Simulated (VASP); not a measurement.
Li, 3 atoms in the cell. It takes space group R3m (No. 160, trigonal). Conventional cell: a = 3.101 Å, b = 3.101 Å, c = 22.765 Å, α = 90.00°, β = 90.00°, γ = 120.00°. Within 3.9 Å of Li (site symmetry 3m) lie 12 Li at 2.94 to 3.10 Å. Within 3.9 Å of Li (site symmetry 3m) lie 12 Li at 2.94 to 3.26 Å. Li (site symmetry 3m) has 12 Li at 3.10 to 3.26 Å within 4.1 Å. 

| Property | Result |
| --- | --- |
| Program | VASP 6.6.1 |
| Task | single point |
| Functional | LDA |
| Potentials or basis | VASP PAW LDA potentials, release 64 (Li_sv) |
| Cutoff | 520 eV |
| k mesh | 12 × 12 × 12 |
| Occupations | fermi-dirac, width 0.05 eV |
| Spin | no spin polarisation |
| Dipole correction | no |
| Further INCAR settings | ALGO = Normal; EDIFF = 1e-07; NBANDS = 12 |

Potentials or basis: VASP PAW LDA potentials, release 64 (Li_sv).

The run is started by

```bash
$ cat potpaw_LDA.64/Li_sv/POTCAR > POTCAR
$ mpirun -np 1 vasp_std > vasp.out
```

Hardware: 1 thread of AMD EPYC 7R43 64-Core Processor (Zen 3) (shared host).

Estimate the wall time of this run.

Wall time 16 min on 1 thread of AMD EPYC 7R43 64-Core Processor (Zen 3) (shared host), peak memory 0.34 GiB. Counts: scf iterations 12, k points 189.
